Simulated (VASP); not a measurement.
# Al8N7 (a cell with a defect) in VASP: further runs, part 2 of 2

VASP 6.6.1.

**3. Single point, PBE, collinear spin**

The input, INCAR:

```
PREC     = Accurate       # precision mode
ENCUT    = 520            # plane-wave cutoff, eV
EDIFF    = 1E-7           # SCF threshold, eV
ISMEAR   = 0              # smearing method
SIGMA    = 0.01           # smearing width, eV
LREAL    = Auto         
LASPH    = T              # aspherical terms in the spheres
NELM     = 150            # most SCF steps
ALGO     = Normal         # electronic algorithm
ISIF     = 2              # what is computed and relaxed
LWAVE    = F              # write WAVECAR
LCHARG   = F              # write CHGCAR
ISPIN    = 2              # spin polarisation
MAGMOM   = 0.25 0 0 0 0.25 0.25 0 0.25 0 0 0 0 0 0 0 # initial moments
LORBIT   = 11             # projections on sites
GGA      = PE             # functional
NBANDS   = 46             # bands
```

The input, KPOINTS:

```
regular mesh
0
Gamma
  2 2 2
```

The input, POSCAR:

```
Al8N7
1.0
    0.0000000000      0.0000000000      5.0179604231
   -3.1302455677     -5.4217443634      0.0000000000
    6.2604911353      0.0000000000      0.0000000000
Al N
8 7
Direct
    1.0159607913      0.1691342934      0.8344795944
    0.9997717603      0.1659640351      0.3328902524
    1.0001360842      0.6685500994      0.8351094450
    1.0001311235      0.6685514001      0.3332679560
    0.4957441517      0.3297566402      0.1621365552
    0.4957560649      0.3297924190      0.6674799972
    0.5002435763      0.8331645734      0.1664924515
    0.4962075451      0.8402294867      0.6700105262
    0.3807792950      0.1651488615      0.3324945963
    0.3818051794      0.6662407223      0.8332989257
    0.3817976025      0.6662319197      0.3327572016
    0.8819798242      0.3335098887      0.1648979351
    0.8819849899      0.3335000692      0.6684256754
    0.8816728139      0.8340888451      0.1669589164
    0.8840864462      0.8387278412      0.6692869677
```

Potentials or basis: VASP PAW PBE potentials, release 64 (Al, N).

The run is started by

```
$ cat potpaw_PBE.64/Al/POTCAR potpaw_PBE.64/N/POTCAR > POTCAR
$ mpirun -np 1 vasp_std > vasp.out
```

OUTCAR:

```text
PREC = Accurate
   ENCUT = 520
   EDIFF = 1E-7
   ISMEAR = 0
   LREAL = Auto
   LASPH = T
   NELM = 150
   ISIF = 2
   ISPIN = 2
   LORBIT = 11
   GGA = PE

 ion  position               nearest neighbor table
   1  0.016  0.169  0.834-  15 1.91  13 1.91  12 1.91   5 2.99   6 2.99   8 3.00   3 3.13   4 3.13
                             2 3.13   2 3.13   4 3.14   3 3.14   6 3.16   5 3.16   8 3.16
   2  1.000  0.166  0.333-  14 1.89   9 1.91  13 1.91  12 1.91   5 3.08   6 3.08   7 3.09   7 3.09
                             5 3.11   6 3.11   3 3.12   4 3.12   1 3.13   1 3.13   4 3.15   3 3.15
   3  0.000  0.669  0.835-  14 1.89  13 1.91  15 1.91  10 1.92   7 3.09   7 3.09   8 3.09   6 3.09
                             2 3.12   4 3.12   8 3.12   1 3.13   6 3.13   1 3.14   4 3.14   2 3.15
   4  0.000  0.669  0.333-  14 1.89  12 1.91  15 1.91  11 1.92   7 3.09   7 3.09   8 3.09   5 3.09
                             2 3.12   3 3.12   8 3.12   1 3.13   5 3.13   1 3.14   3 3.14   2 3.15
   5  0.496  0.330  0.162-   9 1.91  11 1.91  12 1.94   1 2.99   8 3.07   2 3.08   4 3.09   6 3.10
[... 985 lines left out ...]
 total charge

# of ion       s       p       d       tot
------------------------------------------
    1        0.365   0.393   0.000   0.757
    2        0.364   0.428   0.000   0.791
    3        0.364   0.428   0.000   0.792
    4        0.364   0.428   0.000   0.792
    5        0.391   0.392   0.000   0.783
    6        0.391   0.392   0.000   0.783
    7        0.362   0.430   0.000   0.793
    8        0.387   0.385   0.000   0.773
    9        1.239   2.598   0.000   3.837
   10        1.238   2.593   0.000   3.831
   11        1.238   2.593   0.000   3.831
   12        1.228   2.596   0.000   3.824
   13        1.228   2.596   0.000   3.824
   14        1.220   2.636   0.000   3.856
   15        1.229   2.592   0.000   3.821
--------------------------------------------------
tot         11.610  21.479   0.000  33.089

 magnetization (x)

# of ion       s       p       d       tot
------------------------------------------
    1       -0.000   0.001   0.000   0.001
    2       -0.000   0.000   0.000   0.000
    3        0.000   0.000   0.000   0.001
    4        0.000   0.000   0.000   0.001
    5        0.009   0.012   0.000   0.021
    6        0.009   0.012   0.000   0.021
    7        0.000  -0.000   0.000   0.000
    8        0.002   0.006   0.000   0.009
    9        0.003  -0.003   0.000  -0.001
   10        0.001  -0.002   0.000  -0.001
   11        0.001  -0.002   0.000  -0.001
   12        0.000   0.007   0.000   0.007
   13        0.000   0.007   0.000   0.007
   14       -0.000   0.001   0.000   0.001
   15       -0.000  -0.001   0.000  -0.001
--------------------------------------------------
tot          0.026   0.038   0.000   0.064
```

OSZICAR:

```text
N       E                     dE             d eps       ncg     rms          rms(c)
DAV:   1     0.219480901835E+03    0.21948E+03   -0.26761E+04  1472   0.114E+03
DAV:   2    -0.986242715572E+02   -0.31811E+03   -0.30456E+03  1860   0.232E+02
DAV:   3    -0.122067649090E+03   -0.23443E+02   -0.23263E+02  1832   0.653E+01
DAV:   4    -0.122350106416E+03   -0.28246E+00   -0.28188E+00  1832   0.796E+00
DAV:   5    -0.122354127421E+03   -0.40210E-02   -0.40199E-02  1872   0.951E-01    0.229E+01
DAV:   6    -0.105259787974E+03    0.17094E+02   -0.62878E+01  1746   0.311E+01    0.806E+00
DAV:   7    -0.105412452077E+03   -0.15266E+00   -0.28240E+00  1722   0.668E+00    0.538E+00
DAV:   8    -0.105362213718E+03    0.50238E-01   -0.33107E-01  1686   0.290E+00    0.113E+00
DAV:   9    -0.105345973581E+03    0.16240E-01   -0.60725E-02  1904   0.977E-01    0.632E-01
DAV:  10    -0.105346302000E+03   -0.32842E-03   -0.67197E-03  1674   0.326E-01    0.310E-01
DAV:  11    -0.105347084540E+03   -0.78254E-03   -0.88482E-04  1728   0.154E-01    0.411E-02
DAV:  12    -0.105347134638E+03   -0.50098E-04   -0.90999E-05  1754   0.530E-02    0.162E-02
DAV:  13    -0.105347140427E+03   -0.57890E-05   -0.20090E-05  1824   0.214E-02    0.100E-02
DAV:  14    -0.105347143044E+03   -0.26171E-05   -0.26631E-06  1680   0.893E-03    0.519E-03
DAV:  15    -0.105347143889E+03   -0.84448E-06   -0.18050E-06  1824   0.648E-03    0.208E-03
DAV:  16    -0.105347143987E+03   -0.98338E-07   -0.24567E-07  1584   0.265E-03
   1 F= -.10534714E+03 E0= -.10534714E+03  d E =-.536783E-11  mag=     0.2500
```

It took 3.7 min on 1 thread of Intel Xeon 6975P-C, shared host; peak memory 0.38 GiB.

What came out:

```
Free energy                                           : -105.3471 eV
Pressure                                              : -0.8 GPa
Largest force                                         : 0.014 eV/Å
Net moment                                            : 0.25 μB per cell
Site moments                                          : Al +0.00, +0.02, +0.01; N -0.00, +0.01, +0.00 μB
Valence electrons inside the program's atomic spheres : Al 0.76, 0.79, 0.78, 0.77; N 3.84, 3.83, 3.82, 3.86
```

Forces on the atoms (eV/Å):
```
Al   0.000 -0.002 -0.014
Al   0.001  0.001  0.002
Al  -0.001  0.001  0.001
Al   0.001  0.001  0.001
Al   0.007 -0.009  0.003
Al  -0.009 -0.007  0.003
Al   0.000  0.001  0.000
Al   0.002  0.009  0.002
N    0.000  0.008 -0.005
N    0.006 -0.003 -0.005
N   -0.006 -0.002 -0.004
N    0.002  0.000  0.006
N   -0.001 -0.001  0.006
N    0.000  0.000 -0.004
N   -0.001  0.003  0.007
```

Stress tensor (GPa, compression positive):
```
 0.71  0.00  0.00
 0.00  0.01  0.14
 0.00  0.14 -3.00
```

Caveat: the k points lie up to 0.63 Å⁻¹ apart.

**4. Relaxation of the atoms, PBE**

The input, INCAR:

```
SYSTEM = Al8N7
PREC = Accurate
ENCUT = 520
EDIFF = 1E-6
ISMEAR = 0
SIGMA = 0.01
LREAL = Auto
LASPH = .TRUE.
NELM = 60
ALGO = Normal
ISIF = 2
LWAVE = .FALSE.
LCHARG = .FALSE.
GGA = PE
IBRION = 2
NSW = 65
EDIFFG = -0.025
NELECT = 58.0
```

The input, KPOINTS:

```
regular mesh
0
G
  2 2 2
  0 0 0
```

Edit POSCAR of step 3 so:

```diff
@@ -8,3 +8,3 @@
 Direct
-    1.0159607913      0.1691342934      0.8344795944
+    1.0197547556      0.1685666892      0.8342469196
     0.9997717603      0.1659640351      0.3328902524
@@ -12,6 +12,6 @@
     1.0001311235      0.6685514001      0.3332679560
-    0.4957441517      0.3297566402      0.1621365552
-    0.4957560649      0.3297924190      0.6674799972
+    0.5015722205      0.3312336825      0.1638984136
+    0.4923310733      0.3294684033      0.6634316868
     0.5002435763      0.8331645734      0.1664924515
-    0.4962075451      0.8402294867      0.6700105262
+    0.4956590842      0.8424213928      0.6735257518
     0.3807792950      0.1651488615      0.3324945963
```

The run is started by

```
$ cat potpaw_PBE.64/Al/POTCAR potpaw_PBE.64/N/POTCAR > POTCAR
$ mpirun -np 1 vasp_std > vasp.out
```

It took 8 min on 1 thread of Intel Xeon 6975P-C, shared host; peak memory 0.3 GiB.

It converged, with:

```yaml
Free_energy: -113.9633 eV
Energy_gained_by_relaxing: 20.5 meV/atom
Ionic_steps: 10
Largest_force_after_relaxing: 0.024 eV/Å
```

Forces in eV/Å, atoms in the order of the input:
```
Al   0.003 -0.004  0.003
Al   0.007 -0.010  0.011
Al   0.002  0.002  0.016
Al  -0.006  0.003  0.023
Al   0.008 -0.008 -0.001
Al  -0.011 -0.016 -0.013
Al   0.002  0.002  0.002
Al   0.000  0.014 -0.006
N   -0.002  0.010 -0.014
N    0.006 -0.002 -0.005
N   -0.008 -0.005 -0.009
N   -0.013  0.014 -0.003
N    0.016  0.006 -0.006
N   -0.003 -0.008  0.010
N   -0.002  0.003 -0.009
```

Step by step:
```csv
step,energy change (eV),largest force (eV/Å),pressure (GPa)
1,0.0000,1.7032,-12.57
2,-0.2562,0.4906,-10.89
3,-0.2563,0.5003,-10.86
4,-0.2905,0.3012,-10.47
5,-0.2919,0.2859,-10.37
6,-0.3004,0.2074,-10.27
7,-0.3015,0.1703,-10.21
8,-0.3063,0.0454,-10.18
9,-0.3065,0.0451,-10.18
10,-0.3068,0.0238,-10.17
```

Final structure:
```cif
data_structure
_symmetry_space_group_name_H-M 'P 1'
_symmetry_Int_Tables_number 1
_cell_length_a 5.0180
_cell_length_b 6.2605
_cell_length_c 6.2605
_cell_angle_alpha 120.000
_cell_angle_beta 90.000
_cell_angle_gamma 90.000
_cell_volume 170.32
loop_
_atom_site_label
_atom_site_type_symbol
_atom_site_fract_x
_atom_site_fract_y
_atom_site_fract_z
_atom_site_occupancy
Al1 Al 0.98373 0.16769 0.83369 1
Al2 Al 0.00089 0.16395 0.33170 1
Al3 Al 0.00079 0.66905 0.83679 1
Al4 Al 0.00067 0.66921 0.33222 1
Al5 Al 0.50359 0.33796 0.17462 1
Al6 Al 0.50379 0.33778 0.66306 1
Al7 Al 0.50376 0.83401 0.16688 1
Al8 Al 0.50361 0.82674 0.66331 1
N1 N 0.38273 0.16705 0.33340 1
N2 N 0.38262 0.66754 0.83387 1
N3 N 0.38258 0.66768 0.33359 1
N4 N 0.88399 0.33393 0.16640 1
N5 N 0.88412 0.33373 0.66704 1
N6 N 0.88280 0.83391 0.16686 1
N7 N 0.88403 0.83514 0.66755 1
```

Levels at points of the mesh, in eV from the Fermi level:
| k point | band 26 | band 27 | band 28 | band 29 | band 30 | band 31 | band 32 | band 33 |
| --- | --- | --- | --- | --- | --- | --- | --- | --- |
| (0.00, 0.00, 0.00) | -1.41 | -1.22 | -1.01 | -1.01 | 2.89 | 4.27 | 4.48 | 4.48 |
| (0.50, 0.00, 0.00) | -1.61 | -1.22 | -1.22 | -0.70 | 3.30 | 4.03 | 4.03 | 4.75 |
| (0.00, 0.50, 0.00) | -1.62 | -1.11 | -1.08 | -0.09 | 2.29 | 3.52 | 3.98 | 5.25 |
| (0.00, 0.00, 0.50) | -1.62 | -1.11 | -1.08 | -0.09 | 2.29 | 3.52 | 3.98 | 5.25 |
| (0.00, 0.50, 0.50) | -1.62 | -1.11 | -1.08 | -0.09 | 2.29 | 3.52 | 3.98 | 5.26 |
| (0.50, 0.50, 0.00) | -1.73 | -1.65 | -1.58 | -0.17 | 2.65 | 3.33 | 4.08 | 5.66 |
| (0.50, 0.00, 0.50) | -1.73 | -1.65 | -1.58 | -0.17 | 2.65 | 3.33 | 4.08 | 5.66 |
| (0.50, 0.50, 0.50) | -1.73 | -1.65 | -1.58 | -0.17 | 2.65 | 3.33 | 4.08 | 5.66 |

Caveat: the k points lie up to 0.63 Å⁻¹ apart; the cell carries a net charge on a neutralising background, which shifts energy and pressure; the cell is charged against a uniform background, so pressure and absolute levels hang on convention.
